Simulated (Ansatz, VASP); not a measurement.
# Two plane-wave programs on Zr

```xyz
1
Lattice="-1.8250 1.8250 1.8250 1.8250 -1.8250 1.8250 1.8250 1.8250 -1.8250" Properties=species:S:1:pos:R:3 pbc="T T T"
Zr    0.0000    0.0000    0.0000
```

Change from the starting cell: volume scaled by 1.025, PAW files.

Alike in both runs: task electric field gradients; functional PBE; k mesh 16 × 16 × 16; occupations fermi-dirac, width 0.03 eV; no spin polarisation.

|  | VASP | Ansatz |
| --- | --- | --- |
| version | VASP 6.6.1 | Ansatz 0.2.0 |
| potentials or method | VASP PAW PBE potentials, release 64 (Zr_sv) | PAW with Ansatz's default frozen-core files, scalar-relativistic |
| plane-wave cutoff (eV) | 520 | 420 |
| valence electrons in the cell | 12 | 12 |

```csv
,VASP,Ansatz,Ansatz less VASP
pressure (GPa),-5.0,-5.0,-0.02
```

The functional is the same, so the differences come from potentials, cutoffs and numerics.
